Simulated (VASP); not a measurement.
# InSe in VASP: further runs, part 2 of 2

VASP 6.6.1.

## (4) Single point, PBE+D3(BJ) (layers slid over each other)

Contents of INCAR:

```
SYSTEM = InSe
PREC = Accurate ; ENCUT = 520
EDIFF = 1E-6 ; ISMEAR = 0
SIGMA = 0.05 ; LREAL = .False.
LASPH = .True. ; NELM = 80
ALGO = Normal ; ISIF = 2
LWAVE = .False. ; LCHARG = .False.
LDIPOL = .True. ; IDIPOL = 3
DIPOL = 0.5 0.5 0.405 ; GGA = PE
IVDW = 12 ; NBANDS = 48
```

Contents of KPOINTS:

```
Automatic mesh
0
Gamma
  9 9 1
  0 0 0
```

Contents of POSCAR:

```
InSe
1.0
    4.0266103640      0.0000000000      0.0000000000
   -2.0133051820      3.4871468663      0.0000000000
    0.0000000000      0.0000000000     28.2707108021
Se In
4 4
Direct
    0.0000000000      0.0000000000      0.1591753399
    0.0000000000      0.0000000000      0.3496677346
    0.0000000000      0.2222222222      0.4596755806
    0.0000000000      0.2222222222      0.6501679753
    0.6666666667      0.3333333333      0.2049979895
    0.6666666667      0.3333333333      0.3038451603
    0.6666666667      0.5555555556      0.5054982302
    0.6666666667      0.5555555556      0.6043454010
```

Potentials or basis: VASP PAW PBE potentials, release 64 (Se, In_d).

Started as:

```bash
> cat potpaw_PBE.64/Se/POTCAR potpaw_PBE.64/In_d/POTCAR > POTCAR
> mpirun -np 1 vasp_std > vasp.out
```

OUTCAR:

```text
SYSTEM = InSe
   PREC = Accurate
   ENCUT = 520
   EDIFF = 1E-6
   ISMEAR = 0
   LREAL = .False.
   LASPH = .True.
   NELM = 80
   ISIF = 2
   GGA = PE
   IVDW = 12
 IVDW          = 12

 ion  position               nearest neighbor table
   1  0.000  0.000  0.159-   5 2.66   5 2.66   5 2.66
   2  0.000  0.000  0.350-   6 2.66   6 2.66   6 2.66
   3  0.000  0.222  0.460-   7 2.66   7 2.66   7 2.66
   4  0.000  0.222  0.650-   8 2.66   8 2.66   8 2.66
   5  0.667  0.333  0.205-   1 2.66   1 2.66   1 2.66   6 2.79
   6  0.667  0.333  0.304-   2 2.66   2 2.66   2 2.66   5 2.79
   7  0.667  0.556  0.505-   3 2.66   3 2.66   3 2.66   8 2.79
   8  0.667  0.556  0.604-   4 2.66   4 2.66   4 2.66   7 2.79

  LATTYP: Found a hexagonal cell.
 ALAT       =     4.0266103640
 C/A-ratio  =     7.0209700583

  Lattice vectors:

 A1 = (   4.0266103640,   0.0000000000,   0.0000000000)
 A2 = (  -2.0133051820,   3.4871468663,   0.0000000000)
 A3 = (   0.0000000000,   0.0000000000,  28.2707108021)

Analysis of symmetry for initial positions (statically):
=====================================================================
 Subroutine PRICEL returns:
 Original cell was already a primitive cell.

 Routine SETGRP: Setting up the symmetry group for a
 hexagonal supercell.

 Subroutine GETGRP returns: Found  2 space group operations
 (whereof  1 operations were pure point group operations)
 out of a pool of 24 trial point group operations.

The static configuration has the point symmetry C_1 .
 The point group associated with its full space group is C_2 .

Analysis of symmetry for dynamics (positions and initial velocities):
=====================================================================
 Subroutine PRICEL returns:
[... 149 lines left out ...]
   IVDW    =    12    specifies the selected vdW correction
   LEPSILON=     F    determine dielectric tensor
   LRPA    =     F    only Hartree local field effects (RPA)
 non-spin polarized calculation
 Gauss-broadening in eV      SIGMA  =   0.05
  energy-cutoff  :      520.00
  volume of cell :      396.96
 maximum number of plane-waves:     10749
 NGX is ok and might be reduce to    30
   NGX = 15   NGY = 15   NGZ =105

 dipolmoment           0.000000      0.000000      0.000005 electrons x Angstroem

 number of electron      75.9999998 magnetization

 dipolmoment           0.000000      0.000000     -0.000025 electrons x Angstroem

 Free energy of the ion-electron system (eV)
  ---------------------------------------------------
  ext. energy  EPLUGINS =         0.00000000
  ---------------------------------------------------
  free energy    TOTEN  =       -28.25606731 eV

  energy without entropy =      -28.25606731  energy(sigma->0) =      -28.25606731

 E-fermi :   0.2414     XC(G=0):  -5.6349

 val. band max:       -0.0119573300   @ k =   0.1111  -0.0000   0.0000
 cond. band min:       0.9143927258   @ k =   0.0000   0.0000   0.0000
 fundamental gap:      0.9263500559
 Fermi energy:         0.2413892692

 k-point     1 :       0.0000    0.0000    0.0000
  band No.  band energies     occupation
      1     -14.5166      2.00000
      2     -14.5160      2.00000
      3     -14.3360      2.00000
      4     -14.3358      2.00000
      5     -14.3335      2.00000
      6     -14.3334      2.00000
[... 1213 lines left out ...]
     47       5.1962      0.00000
     48       5.3779      0.00000

 [... further k-points ...]

------------------------ aborting loop because EDIFF is reached ----------------------------------------

 vacuum level on the upper side and lower side of the slab       (xc-potential included)        -0.129        -0.128

 Edisp (eV)   -2.05158

 E8    (eV) :    -0.9615

  FORCE on cell =-STRESS in cart. coord.  units (eV):
  Direction    XX          YY          ZZ          XY          YZ          ZX
  --------------------------------------------------------------------------------------
  -------------------------------------------------------------------------------------
  Total       0.02531     0.12841     1.19791    -0.08929     0.50988    -0.29438
  in kB       0.10214     0.51829     4.83489    -0.36040     2.05794    -1.18815
  external pressure =        1.82 kB  Pullay stress =        0.00 kB

 VOLUME and BASIS-vectors are now :
 -----------------------------------------------------------------------------
  energy-cutoff  :      520.00
  volume of cell :      396.96
      direct lattice vectors                 reciprocal lattice vectors
     4.026610364  0.000000000  0.000000000     0.248347843  0.143383694  0.000000000
    -2.013305182  3.487146866  0.000000000     0.000000000  0.286767388  0.000000000
     0.000000000  0.000000000 28.270710802     0.000000000  0.000000000  0.035372298

 POSITION                                       TOTAL-FORCE (eV/Angst)
 -----------------------------------------------------------------------------------
      0.00000      0.00000      4.50000         0.000729     -0.003054     -0.009531
      0.00000      0.00000      9.88536         0.075465     -0.142186     -0.227891
     -0.44740      0.77492     12.99536        -0.085404      0.136448      0.227891
     -0.44740      0.77492     18.38071        -0.002281      0.002158      0.009531
      2.01331      1.16238      5.79544         0.003332     -0.009246      0.000494
      2.01331      1.16238      8.58992         0.001801      0.013624     -0.074819
      1.56590      1.93730     14.29079         0.012699     -0.005253      0.074819
      1.56590      1.93730     17.08527        -0.006341      0.007509     -0.000494
 -----------------------------------------------------------------------------------
    total drift:                                0.000126     -0.000114     -0.003137

  FREE ENERGIE OF THE ION-ELECTRON SYSTEM (eV)
  ---------------------------------------------------
  free  energy   TOTEN  =       -30.3076497336 eV

  energy  without entropy=      -30.3076497336  energy(sigma->0) =      -30.30764973

 vacuum level on the upper side and lower side of the slab         5.408         5.408
```

Wall time 12 min (1 thread of Intel Xeon Platinum 8375C at 2.90GHz (Ice Lake), shared host); peak memory 0.66 GiB.

Results:

```
Free energy                : -30.3076 eV
Largest force              : 0.279 eV/Å
Band gap on the k mesh     : 0.93 eV (least direct gap 1.00 eV)
Dispersion energy per atom : -0.256 eV
```

Forces on the atoms (eV/Å):
```
Se   0.001 -0.003 -0.010
Se   0.075 -0.142 -0.228
Se  -0.085  0.136  0.228
Se  -0.002  0.002  0.010
In   0.003 -0.009  0.000
In   0.002  0.014 -0.075
In   0.013 -0.005  0.075
In  -0.006  0.008  0.000
```

Levels at points of the mesh, in eV from the valence-band top:
| k point | band 35 | band 36 | band 37 | band 38 | band 39 | band 40 | band 41 | band 42 |
| --- | --- | --- | --- | --- | --- | --- | --- | --- |
| (0.00, 0.00, 0.00) | -0.87 | -0.85 | -0.84 | -0.08 | 0.93 | 1.63 | 2.26 | 2.42 |

Caveat: the cell differs from its parent crystal (layers slid over each other); spin-orbit coupling is left out, which moves the levels of the heavy elements.

## (5) The runs side by side

| cell | gap on the mesh (eV) | largest force (eV/Å) |
| --- | --- | --- |
| as given, atomic positions A | 1.00 | 0.15 |
| as given, atomic positions B | 0.87 | 0.39 |
| as given, atomic positions C | 0.93 | 0.28 |

Alike in all rows: task single point; level PBE+D3(BJ); potentials or basis VASP PAW PBE potentials, release 64 (Se, In_d); no spin polarisation; k mesh 9 × 9 × 1; cutoff (eV) 520; smearing gaussian 0.05 eV.

Caveats: spin-orbit coupling is left out, which moves the levels of the heavy elements.

Absolute energies hang on the potentials; compare differences alone.
